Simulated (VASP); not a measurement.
Write the native input for VASP 6.6.1 that does the following.

* Task: single point
* Functional: r2SCAN
* Potentials or basis: VASP PAW PBE potentials, release 64 (Bi_d)
* Cutoff: 520 eV
* k mesh: 12 × 12 × 4
* Occupations: gaussian, width 0.15 eV
* Spin: no spin polarisation
* Dipole correction: no
* Further INCAR settings: ALGO = Normal; EDIFF = 1e-07; NBANDS = 22

Crystal: Bi.

```
CELL_PARAMETERS angstrom
4.53900 0.00000 0.00000
-2.26950 3.93089 0.00000
0.00000 0.00000 12.18387
ATOMIC_POSITIONS crystal
Bi 0.33333 0.66667 0.25000
Bi 0.66667 0.33333 0.75000
```

This cell differs from its parent crystal: strain +0.000 along x and y, +0.030 along z.

The input as run:

POSCAR

```
Bi
1.0
    4.5390002997      0.0000000000      0.0000000000
   -2.2695001499      3.9308895673      0.0000000000
    0.0000000000      0.0000000000     12.1838700000
Bi
2
Direct
    0.3333333333      0.6666666667      0.2500000000
    0.6666666667      0.3333333333      0.7500000000
```

INCAR.step1

```
PREC     = Accurate       # precision mode
ENCUT    = 520            # plane-wave cutoff, eV
ISMEAR   = 0              # smearing method
SIGMA    = 0.15           # smearing width, eV
LREAL    = False          # projectors in reciprocal space
LASPH    = True           # aspherical terms in the spheres
NELM     = 60             # most SCF steps
NBANDS   = 22             # bands
GGA      = PE             # functional
ALGO     = Normal         # electronic algorithm
EDIFF    = 1E-4           # SCF threshold, eV
LWAVE    = True           # write WAVECAR
LCHARG   = False          # write CHGCAR
```

INCAR.step2

```
PREC     = Accurate       # precision mode
ENCUT    = 520            # plane-wave cutoff, eV
EDIFF    = 1E-7           # SCF threshold, eV
ISMEAR   = 0              # smearing method
SIGMA    = 0.15           # smearing width, eV
LREAL    = False          # projectors in reciprocal space
LASPH    = True           # aspherical terms in the spheres
NELM     = 60             # most SCF steps
ALGO     = Normal         # electronic algorithm
ISIF     = 2              # what is computed and relaxed
LWAVE    = False          # write WAVECAR
LCHARG   = True           # write CHGCAR
METAGGA  = R2SCAN         # meta-GGA
LMIXTAU  = True         
LELF     = True           # ELF
LVHAR    = True         
NBANDS   = 22             # bands
ISTART   = 1
```

KPOINTS

```
Automatic mesh
0
Gamma
  12 12 4
```

Potentials or basis: VASP PAW PBE potentials, release 64 (Bi_d).

Launch:

```sh
$ cat potpaw_PBE.64/Bi_d/POTCAR > POTCAR
$ cp INCAR.step1 INCAR
$ mpirun -np 1 vasp_std > vasp.out
$ cp INCAR.step2 INCAR
$ mpirun -np 1 vasp_std > vasp.out
```

It gave:

| Quantity | Value |
| --- | --- |
| Pressure | -3.4 GPa |
| Band gap on the k mesh | zero (bands 15 and 16 overlap by 2.27 eV) |

Caveat: the cell differs from its parent crystal (strain +0.000 along x and y, +0.030 along z); the cell stands under tension; the PAW data sets were made with another functional, which shifts forces and pressure a little; spin-orbit coupling is left out, which moves the levels of the heavy elements.

Wall time 9 min on 1 thread of Intel(R) Xeon(R) 6975P-C (Granite Rapids), on a shared host, peak memory 0.49 GiB.
